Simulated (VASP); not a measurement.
A run of VASP 6.6.1 is set up as follows.

File POSCAR:

```
Li
1.0
   -1.7723667276      1.7723667276      1.7723667276
    1.7723667276     -1.7723667276      1.7723667276
    1.7723667276      1.7723667276     -1.7723667276
Li
1
Direct
    0.0000000000      0.0000000000      0.0000000000
```

INCAR.step1

```
PREC = Accurate ; ENCUT = 520
ISMEAR = 0 ; SIGMA = 0.1
LREAL = False ; LASPH = True
NELM = 100 ; NBANDS = 8
GGA = PE ; ALGO = Normal
EDIFF = 1E-4 ; LWAVE = True
LCHARG = False
```

The input INCAR.step2:

```
PREC = Accurate ; ENCUT = 520
EDIFF = 1E-6 ; ISMEAR = 0
SIGMA = 0.1 ; LREAL = False
LASPH = True ; NELM = 100
ALGO = Normal ; ISIF = 2
LWAVE = False ; LCHARG = False
METAGGA = R2SCAN ; LMIXTAU = True
NBANDS = 8 ; ISTART = 1
```

Contents of KPOINTS:

```
regular mesh
0
Gamma
  16 16 16
```

Potentials or basis: VASP PAW PBE potentials, release 64 (Li_sv).

Launch:

```sh
$ cat potpaw_PBE.64/Li_sv/POTCAR > POTCAR
$ cp INCAR.step1 INCAR
$ mpirun -np 1 vasp_std > vasp.out
$ cp INCAR.step2 INCAR
$ mpirun -np 1 vasp_std > vasp.out
```

Q: What does it give for the band gap on the k mesh?

A: Zero (an odd number of electrons rules out a gap without spin polarisation).
